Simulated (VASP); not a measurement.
Here is a VASP 6.6.1 calculation.

INCAR

```
ALGO = Normal
EDIFF = 1E-7
ENCUT = 520
GGA = CA
ISIF = 2
ISMEAR = -1
LASPH = T
LCHARG = T
LELF = T
LREAL = F
LVHAR = T
LWAVE = F
NBANDS = 20
NELM = 100
PREC = Accurate
SIGMA = 0.15
```

KPOINTS

```
k-points
0
Gamma
  11 11 11
```

Contents of POSCAR:

```
MoS2
1.0
    1.5667220613      0.9045469821      6.0983168842
   -1.5667220613      0.9045469821      6.0983168842
    0.0000000000     -1.8090949558      6.0983168842
Mo S
1 2
Direct
    0.0000000000      0.0000000000      0.0000000000
    0.2500000000      0.2500000000      0.2500000000
    0.4170000000      0.4170000000      0.4170000000
```

Potentials or basis: VASP PAW LDA potentials, release 64 (Mo_sv, S).

Command:

```bash
$ cat potpaw_LDA.64/Mo_sv/POTCAR potpaw_LDA.64/S/POTCAR > POTCAR
$ mpirun -np 1 vasp_std > vasp.out
```

**Question.** Estimate the band gap on the k mesh.

**Answer.** 0.84 eV (least direct gap 1.96 eV).

**Question.** Predict the largest force.

**Answer.** 0.537 eV/Å.

**Question.** Estimate the pressure.

**Answer.** 1.8 GPa.

Forces on the atoms (eV/Å):
```
Mo   0.000  0.000  0.088
S    0.000  0.000 -0.537
S    0.000  0.000  0.450
```

A k mesh can miss the band edges.
